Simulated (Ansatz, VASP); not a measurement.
**AlNi: VASP beside Ansatz**

```
CELL_PARAMETERS angstrom
1.95153 -1.96613 0.00000
1.95153 1.96613 0.00000
0.00000 0.00000 3.11996
ATOMIC_POSITIONS crystal
Ni 0.50000 0.50000 0.50000
Al 0.00000 0.00000 0.00000
```

Change from the starting cell: volume scaled by 1.02.

Alike in both runs: task single point; functional LDA; k mesh 10 × 10 × 9; occupations fermi-dirac, width 0.05 eV; collinear spin.

```csv
,VASP,Ansatz
version,VASP 6.6.1,Ansatz 0.2.0
potentials or method,"VASP PAW LDA potentials, release 64 (Ni, Al), cutoff 520 eV","all-electron LAPW, scalar-relativistic"
```

```tsv
	VASP	Ansatz	Ansatz less VASP
gap on the k mesh at the Fermi level (eV)	none	none	-
pressure (GPa)	-7.7	-8.1	-0.43
traceless stress, the component that is largest in VASP (GPa)	-4.61	-4.47	+0.145
net moment per atom (μB)	0.00	0.00	0.000
```

LDA's correlation is that of Perdew and Zunger in VASP and of Perdew and Wang (1992) in Ansatz. A gap of «none» marks a metal or a gap that the smearing closes. Ansatz ran all-electron here, and VASP with PAW potentials.
